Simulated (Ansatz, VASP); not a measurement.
Ta: VASP beside Ansatz

File INCAR:

```
PREC = Accurate
ENCUT = 400
EDIFF = 1E-8
ISMEAR = -1
SIGMA = 0.05
LREAL = False
LASPH = True
NELM = 120
ALGO = Normal
ISIF = 2
LWAVE = False
LCHARG = False
GGA = PS
LEFG = True
NBANDS = 12
GGA_COMPAT = False
```

File KPOINTS:

```
regular mesh
0
Gamma
  15 15 15
```

File POSCAR:

```
Ta
1.0
   -1.6182544000      1.6182544000      1.6512800000
    1.6182544000     -1.6182544000      1.6512800000
    1.6182544000      1.6182544000     -1.6512800000
Ta
1
Direct
    0.0000000000      0.0000000000      0.0000000000
```

Input for Ansatz:

```yaml
crystal:
  lattice:
    - [-1.6182544, 1.6182544, 1.65128]
    - [1.6182544, -1.6182544, 1.65128]
    - [1.6182544, 1.6182544, -1.65128]
  atoms:
    - { symbol: Ta, position: [0.0, 0.0, 0.0] }
kpoints:
  mp_grid: { grid: [15, 15, 15] }
scf:
  occupations: { method: fermi_dirac, width: 0.05 }
hamiltonian:
  xc: pbesol
  pseudopotentials: { kind: all_electron, datasets: crystal }
output:
  forces: true
  stress: true
  eigenvalues: true
  efg: { contact_densities: true }
```

Change from the starting cell: equal xx and yy strain of -2 %, crystal datasets.

Alike in both runs: task electric field gradients; functional PBEsol; k mesh 15 × 15 × 15; occupations fermi-dirac, width 0.05 eV; no spin polarisation.

```csv
,VASP,Ansatz
version,VASP 6.6.1,Ansatz 0.2.0
potentials or method,"VASP PAW PBE potentials, release 64 (Ta_pv), cutoff 400 eV","all-electron PAW with datasets made for the crystal, scalar-relativistic"
```

VASP gave:

* pressure (GPa): 4.6
* traceless stress, the component that is largest in VASP (GPa): -1.94
* size of Vzz on the site where it differs most (V/Å²): 14.0

Q: Which values does Ansatz return?

A: Pressure (GPa): 4.2; traceless stress, the component that is largest in VASP (GPa): -1.95; size of Vzz on the site where it differs most (V/Å²): 15.0.

VASP's potentials were made for PBE, not for PBEsol. Ansatz ran all-electron here, and VASP with PAW potentials.

Spin-orbit coupling is off throughout.
